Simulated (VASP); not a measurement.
Input of a VASP 6.6.1 run:

Contents of INCAR:

```
SYSTEM = Pb
PREC = Accurate
ENCUT = 500
EDIFF = 1E-6
ISMEAR = 0
SIGMA = 0.1
LREAL = .False.
LASPH = .True.
NELM = 120
ALGO = Normal
ISIF = 2
LWAVE = .False.
LCHARG = .False.
GGA = PS
NBANDS = 13
GGA_COMPAT = .False.
```

Contents of KPOINTS:

```
regular mesh
0
Gamma
  16 16 16
  0 0 0
```

POSCAR

```
Pb
1.0
    0.0000000000      2.4654558901      2.4654558901
    2.4654558901      0.0000000000      2.4654558901
    2.4654558901      2.4654558901      0.0000000000
Pb
1
Direct
    0.0000000000      0.0000000000      0.0000000000
```

Potentials or basis: VASP PAW PBE potentials, release 64 (Pb_d).

Command:

```sh
$ cat potpaw_PBE.64/Pb_d/POTCAR > POTCAR
$ mpirun -np 1 vasp_std > vasp.out
```

What does it give for the band gap on the k mesh?

Zero (bands 7 and 8 overlap by 9.23 eV).

Estimate the pressure.

-0.1 GPa.

Caveat: the PAW data sets were made with another functional, which shifts forces and pressure a little; spin-orbit coupling is left out, which moves the levels of the heavy elements.
